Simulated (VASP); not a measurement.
Set up this calculation in VASP 6.6.1, as the native input.

- Task: single point
- Functional: revPBE
- Potentials or basis: VASP PAW PBE potentials, release 64 (C)
- Cutoff: 520 eV
- k mesh: 13 × 13 × 13
- Occupations: fermi-dirac, width 0.05 eV
- Spin: no spin polarisation
- Dipole correction: no
- Further INCAR settings: ALGO = Normal; EDIFF = 1e-06; NBANDS = 11

The structure of C lies in POSCAR:

```
C
1.0
    0.0000000000      1.7833700000      1.7833700000
    1.7833700000      0.0000000000      1.7833700000
    1.7833700000      1.7833700000      0.0000000000
C
2
Direct
    0.7500000000      0.7500000000      0.7500000000
    0.5000000000      0.5000000000      0.5000000000
```

These files were run (other wordings do the same):

INCAR

```
PREC = Accurate
ENCUT = 520
EDIFF = 1E-6
ISMEAR = -1
SIGMA = 0.05
LREAL = False
LASPH = True
NELM = 100
ALGO = Normal
ISIF = 2
LWAVE = False
LCHARG = False
GGA = RE
NBANDS = 11
```

KPOINTS

```
Automatic mesh
0
Gamma
  13 13 13
```

Potentials or basis: VASP PAW PBE potentials, release 64 (C).

The run is started by

```console
$ cat potpaw_PBE.64/C/POTCAR > POTCAR
$ mpirun -np 1 vasp_std > vasp.out
```

Results of the run:

```json
{
  "Pressure": "7.0 GPa",
  "Band gap on the k mesh": "4.13 eV, indirect (least direct gap 5.59 eV)"
}
```

Caveat: the PAW data sets were made with another functional, which shifts forces and pressure a little.

It took 9.2 s on 1 thread of Intel(R) Xeon(R) Platinum 8375C CPU @ 2.90GHz (Ice Lake) (shared host), peak memory 0.12 GiB.
